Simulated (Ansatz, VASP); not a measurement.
## One calculation of CaHfS2, two programs

INCAR

```
SYSTEM = CaHfS2
PREC = Accurate
ENCUT = 520
EDIFF = 1E-6
ISMEAR = 0
SIGMA = 0.1
LREAL = .FALSE.
LASPH = .TRUE.
NELM = 100
ALGO = Normal
ISIF = 2
LWAVE = .FALSE.
LCHARG = .TRUE.
GGA = PE
LELF = .TRUE.
LVHAR = .TRUE.
NBANDS = 24
```

Contents of KPOINTS:

```
Automatic mesh
0
G
  4 4 4
  0 0 0
```

Contents of POSCAR:

```
CaHfS2
1.0
    3.7783351200      0.0000000000      0.0000000000
    0.0000000000      3.7783351200      0.0000000000
    0.0000000000      0.0000000000      6.6138298000
Ca Hf S
1 1 2
Direct
    0.5000000000      0.5000000000      0.5000000000
    0.0000000000      0.0000000000      0.5000000000
    0.5000000000      0.5000000000      0.8020951500
    0.5000000000      0.5000000000      0.1979048500
```

Input for Ansatz:

```yaml
crystal:
  lattice:
    - [3.77833512, 0.0, 0.0]
    - [0.0, 3.77833512, 0.0]
    - [0.0, 0.0, 6.6138298]
  atoms:
    - { symbol: Ca, position: [0.5, 0.5, 0.5] }
    - { symbol: Hf, position: [0.0, 0.0, 0.5] }
    - { symbol: S, position: [0.5, 0.5, 0.80209515] }
    - { symbol: S, position: [0.5, 0.5, 0.19790485] }
basis:
  ecutwfc: 420
kpoints:
  mp_grid: { grid: [4, 4, 4] }
hamiltonian:
  xc: pbe
scf:
  occupations: { method: gaussian, width: 0.1 }
  lower_state_search: "off"
output:
  forces: true
  stress: true
  eigenvalues: true
```

Alike in both runs: task single point; functional PBE; k mesh 4 × 4 × 4; occupations gaussian, width 0.1 eV; no spin polarisation.

```csv
,VASP,Ansatz
version,VASP 6.6.1,Ansatz 0.2.0
potentials or method,"VASP PAW PBE potentials, release 64 (Ca_sv, Hf_pv, S), cutoff 520 eV","scalar-relativistic, plane waves, PAW"
valence electrons in the cell,32,48
```

```tsv
	VASP	Ansatz	Ansatz less VASP
gap on the k mesh at the Fermi level (eV)	none	none	-
pressure (GPa)	21.8	21.8	+0.07
traceless stress, the component that is largest in VASP (GPa)	23.08	22.63	-0.447
rms of the force components (eV/Å)	2.979	2.967	-0.0124
```

Atom by atom the forces differ by 0.012 eV/Å (rms over components). A gap of «none» marks a metal or a gap that the smearing closes. The functional is the same, so the differences come from potentials, cutoffs and numerics. VASP's potentials hold 32 valence electrons a cell and Ansatz's 48, so a difference there can come from the potentials and not from the codes.

The k mesh is coarse, so the values compare programs but aren't converged. Neither program's run includes spin-orbit coupling.
